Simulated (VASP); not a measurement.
# GaAs: single point with LDA

GaAs:

```xyz
2
Lattice="0.0000 2.8017 2.8017 2.8017 0.0000 2.8017 2.8017 2.8017 0.0000" Properties=species:S:1:pos:R:3 pbc="T T T"
Ga    0.0000    0.0000    0.0000
As    4.2025    4.2025    4.2025
```

- Program: VASP 6.6.1
- Task: single point
- Functional: LDA
- Potentials or basis: VASP PAW LDA potentials, release 64 (Ga_d, As)
- Cutoff: 520 eV
- k mesh: 12 × 12 × 12
- Occupations: gaussian, width 0.02 eV
- Spin: no spin polarisation

| Property | Result |
| --- | --- |
| Pressure | 0.2 GPa |
| Band gap on the k mesh | 0.54 eV |

Levels at points of the mesh, in eV from the valence-band top:
```tsv
k point	band 7	band 8	band 9	band 10	band 11	band 12
(0.00, 0.00, 0.00)	0.00	0.00	0.00	0.54	3.68	3.68
(0.50, 0.00, 0.00)	-6.84	-1.19	-1.19	0.94	4.59	4.59
(0.50, 0.50, 0.00)	-7.00	-2.79	-2.79	1.29	1.54	10.26
```

Wall time 21 s on 1 thread of Intel(R) Xeon(R) 6975P-C (Granite Rapids), with other jobs on the host, peak memory 0.18 GiB.

A k mesh can miss the band edges.
